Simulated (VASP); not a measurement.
A run of VASP 6.6.1:

File INCAR:

```
PREC     = Accurate       # precision mode
ENCUT    = 600            # plane-wave cutoff, eV
EDIFF    = 1E-6           # SCF threshold, eV
ISMEAR   = 0              # smearing method
SIGMA    = 0.02           # smearing width, eV
LREAL    = False          # projectors in reciprocal space
LASPH    = True           # aspherical terms in the spheres
NELM     = 120            # most SCF steps
ALGO     = Normal         # electronic algorithm
ISIF     = 2              # what is computed and relaxed
LWAVE    = False          # write WAVECAR
LCHARG   = True           # write CHGCAR
GGA      = PE             # functional
LELF     = True           # ELF
LVHAR    = True         
NBANDS   = 60             # bands
GGA_COMPAT= False
```

File KPOINTS:

```
regular mesh
0
Gamma
  6 6 6
```

File POSCAR:

```
TiO2
1.0
    5.4103694524      0.0000000000     -0.0682913414
    0.0000000000      5.3725608382      0.0000000000
   -2.7648645965      0.0000000000      4.9950567296
Ti O
4 8
Direct
    0.5000000000      0.3783292407      0.2500000000
    0.5000000000      0.6216707593      0.7500000000
    0.0000000000      0.8783292407      0.2500000000
    0.0000000000      0.1216707593      0.7500000000
    0.2023970594      0.8706128079      0.6576951781
    0.7976029406      0.1293871921      0.3423048219
    0.7976029406      0.8706128079      0.8423048219
    0.2023970594      0.1293871921      0.1576951781
    0.7023970594      0.3706128079      0.6576951781
    0.2976029406      0.6293871921      0.3423048219
    0.2976029406      0.3706128079      0.8423048219
    0.7023970594      0.6293871921      0.1576951781
```

Potentials or basis: VASP PAW PBE potentials, release 64 (Ti_sv, O).

The run is started by

```sh
$ cat potpaw_PBE.64/Ti_sv/POTCAR potpaw_PBE.64/O/POTCAR > POTCAR
$ mpirun -np 1 vasp_std > vasp.out
```

Hardware: 1 thread of Oxide Virtual Turin-like Processor, with other jobs on the host.

Estimate the wall time of this run.

Wall time 39 min on 1 thread of Oxide Virtual Turin-like Processor, on a shared host, peak memory 0.69 GiB. Counts: scf iterations 16, k points 80.
